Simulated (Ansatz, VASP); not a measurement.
## LiMgBN2: VASP beside Ansatz

```
CELL_PARAMETERS angstrom
-1.84413 1.84413 4.31808
1.84413 -1.84413 4.31808
1.84413 1.84413 -4.31808
ATOMIC_POSITIONS crystal
Li 0.25000 0.75000 0.50000
Mg 0.75000 0.25000 0.50000
B 0.50000 0.50000 0.00000
N 0.66084 0.66084 0.00000
N 0.33916 0.33916 0.00000
```

Alike in both runs: task single point; functional PBEsol; k mesh 8 × 8 × 8; occupations gaussian, width 0.05 eV; no spin polarisation.

```csv
,VASP,Ansatz
version,VASP 6.6.1,Ansatz 0.2.0
potentials or method,"VASP PAW PBE potentials, release 64 (Li_sv, Mg, B, N), cutoff 520 eV","scalar-relativistic, plane waves, PAW"
valence electrons in the cell,18,26
```

|  | VASP | Ansatz | Ansatz less VASP |
| --- | --- | --- | --- |
| gap on the k mesh at the Fermi level (eV) | 2.52 | 2.52 | +0.003 |
| least direct gap on the mesh (eV) | 3.76 | 3.77 | +0.006 |
| rms of the force components (eV/Å) | 1.166 | 1.169 | +0.0029 |

VASP's potentials were made for PBE, not for PBEsol. Atom by atom the forces differ by 0.003 eV/Å (rms over components). VASP's potentials hold 18 valence electrons a cell and Ansatz's 26, so a difference there can come from the potentials and not from the codes.

Noted on VASP's run: the cutoff is under 1.25 times that of the potentials, so the pressure is a little rough.
